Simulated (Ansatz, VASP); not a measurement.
BaAs7: VASP beside Ansatz

```xyz
8
Lattice="0.0000 4.5803 4.5803 4.5803 0.0000 4.5803 4.5803 4.5803 0.0000" Properties=species:S:1:pos:R:3 pbc="T T T"
Ba    0.0000    0.0000    0.0000
As    4.5803    4.5803    4.5803
As    0.0000    2.2901    2.2901
As    2.2901    4.5803    2.2901
As    4.5803    2.2901    2.2901
As    2.2901    0.0000    2.2901
As    2.2901    2.2901    4.5803
As    2.2901    2.2901    0.0000
```

Change from the starting cell: species swapped into the CuPt7 type (Fm-3m, No. 225).

Alike in both runs: task relaxation of cell and atoms; functional PBE; k mesh 4 × 4 × 4; occupations gaussian, width 0.1 eV; no spin polarisation.

|  | VASP | Ansatz |
| --- | --- | --- |
| version | VASP 6.6.1 | Ansatz 0.2.0 |
| potentials or method | VASP PAW PBE potentials, release 64 (Ba_sv, As), cutoff 600 eV | scalar-relativistic, plane waves, PAW |
| valence electrons in the cell | 45 | 115 |

|  | VASP | Ansatz | Ansatz less VASP |
| --- | --- | --- | --- |
| gap on the k mesh at the Fermi level, each at its own relaxed structure (eV) | none | none | - |
| relaxed volume (Å³/atom) | 22.37 | 22.25 | -0.115 |
| relaxed length of the cell vector where the two differ most in proportion (Å) | 6.325 | 6.315 | -0.0108 |

A gap of «none» marks a metal or a gap that the smearing closes. VASP's potentials hold 45 valence electrons a cell and Ansatz's 115, so a difference there can come from the potentials and not from the codes.

Neither program's run includes spin-orbit coupling.
